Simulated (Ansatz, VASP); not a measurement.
Two plane-wave programs on Cu

```xyz
1
Lattice="11.7972 0.0000 0.0000 0.0000 2.2821 0.0000 -4.6858 0.0000 22.1698" Properties=species:S:1:pos:R:3 pbc="T T T"
Cu    3.5557    1.1411   11.0849
```

Alike in both runs: task single point; functional PBEsol; dispersion D4; k mesh 3 × 13 × 2; occupations gaussian, width 0.15 eV; no spin polarisation.

```csv
,VASP,Ansatz
version,VASP 6.6.1,Ansatz 0.2.0
potentials or method,"VASP PAW PBE potentials, release 64 (Cu), cutoff 520 eV","plane waves, PAW"
valence electrons in the cell,11,19
```

```csv
,VASP,Ansatz,Ansatz less VASP
pressure (GPa),0.0,0.0,0.00
"traceless stress, the component that is largest in VASP (GPa)",-0.07,-0.08,-0.011
```

VASP's potentials were made for PBE, not for PBEsol. VASP's potentials hold 11 valence electrons a cell and Ansatz's 19, so a difference there can come from the potentials and not from the codes.
